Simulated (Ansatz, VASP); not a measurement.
**One calculation of Cu2O, two programs**

INCAR

```
SYSTEM = Cu2O
PREC = Accurate ; ENCUT = 520
EDIFF = 1E-6 ; ISMEAR = 0
SIGMA = 0.05 ; LREAL = .False.
LASPH = .True. ; NELM = 120
ALGO = Normal ; ISIF = 2
LWAVE = .False. ; LCHARG = .True.
LDIPOL = .True. ; IDIPOL = 3
DIPOL = 0.5 0.5 0.500 ; GGA = PS
LELF = .True. ; LVHAR = .True.
LVACPOTAV = .True. ; NBANDS = 99
GGA_COMPAT = .False. ; NELMDL = -8
```

File KPOINTS:

```
regular mesh
0
Gamma
  6 6 1
  0 0 0
```

File POSCAR:

```
Cu2O
1.0
    5.9713085872      0.0000000000      0.0000000000
   -2.9856542936      5.1713049303      0.0000000000
    0.0000000000      0.0000000000     21.0944413063
O Cu
6 12
Direct
    0.3333333333      0.6666666667      0.3555439033
    0.6666666667      0.3333333333      0.4133263420
    0.0000000000      0.0000000000      0.4711087807
    0.3333333333      0.6666666667      0.5288912193
    0.6666666667      0.3333333333      0.5866736580
    0.0000000000      0.0000000000      0.6444560967
    0.0000000000      0.0000000000      0.3844351226
    0.5000000000      0.5000000000      0.3844351226
    0.0000000000      0.5000000000      0.3844351226
    0.5000000000      0.0000000000      0.3844351226
    0.6666666667      0.3333333333      0.5000000000
    0.1666666667      0.8333333333      0.5000000000
    0.6666666667      0.8333333333      0.5000000000
    0.1666666667      0.3333333333      0.5000000000
    0.3333333333      0.6666666667      0.6155648774
    0.8333333333      0.1666666667      0.6155648774
    0.3333333333      0.1666666667      0.6155648774
    0.8333333333      0.6666666667      0.6155648774
```

Input for Ansatz:

```yaml
crystal:
  lattice:
    - [5.9713085872, 0.0, 0.0]
    - [-2.9856542936, 5.1713049303, 0.0]
    - [0.0, 0.0, 21.0944413063]
  atoms:
    - { symbol: O, position: [0.3333333333, 0.6666666667, 0.3555439033] }
    - { symbol: Cu, position: [0.0, 0.0, 0.3844351226] }
    - { symbol: Cu, position: [0.5, 0.5, 0.3844351226] }
    - { symbol: Cu, position: [0.0, 0.5, 0.3844351226] }
    - { symbol: Cu, position: [0.5, 0.0, 0.3844351226] }
    - { symbol: O, position: [0.6666666667, 0.3333333333, 0.413326342] }
    - { symbol: O, position: [0.0, 0.0, 0.4711087807] }
    - { symbol: Cu, position: [0.6666666667, 0.3333333333, 0.5] }
    - { symbol: Cu, position: [0.1666666667, 0.8333333333, 0.5] }
    - { symbol: Cu, position: [0.6666666667, 0.8333333333, 0.5] }
    - { symbol: Cu, position: [0.1666666667, 0.3333333333, 0.5] }
    - { symbol: O, position: [0.3333333333, 0.6666666667, 0.5288912193] }
    - { symbol: O, position: [0.6666666667, 0.3333333333, 0.586673658] }
    - { symbol: Cu, position: [0.3333333333, 0.6666666667, 0.6155648774] }
    - { symbol: Cu, position: [0.8333333333, 0.1666666667, 0.6155648774] }
    - { symbol: Cu, position: [0.3333333333, 0.1666666667, 0.6155648774] }
    - { symbol: Cu, position: [0.8333333333, 0.6666666667, 0.6155648774] }
    - { symbol: O, position: [0.0, 0.0, 0.6444560967] }
basis:
  ecutwfc: 420
kpoints:
  mp_grid: { grid: [6, 6, 1] }
hamiltonian:
  xc: pbesol
scf:
  occupations: { method: gaussian, width: 0.05 }
output:
  forces: true
  stress: true
  eigenvalues: true
  write_density: true
  write_potential: true
  elf: true
  volumetric_format: npy
efield:
  axis: 3
  dipole_correction: true
```

Alike in both runs: task single point; functional PBEsol; k mesh 6 × 6 × 1; occupations gaussian, width 0.05 eV; no spin polarisation.

|  | VASP | Ansatz |
| --- | --- | --- |
| version | VASP 6.6.1 | Ansatz 0.2.0 |
| potentials or method | VASP PAW PBE potentials, release 64 (O, Cu), cutoff 520 eV | scalar-relativistic, plane waves, PAW |
| valence electrons in the cell | 168 | 264 |

```tsv
	VASP	Ansatz	Ansatz less VASP
gap on the k mesh at the Fermi level (eV)	0.54	0.54	+0.003
least direct gap on the mesh (eV)	0.54	0.54	+0.003
rms of the force components (eV/Å)	0.299	0.296	-0.0030
```

VASP's potentials were made for PBE, not for PBEsol. With one functional, cell and mesh, what is left measures potentials, basis and numerics. VASP's potentials hold 168 valence electrons a cell and Ansatz's 264, so a difference there can come from the potentials and not from the codes. Ansatz's warnings: xc potential rough in thin density.
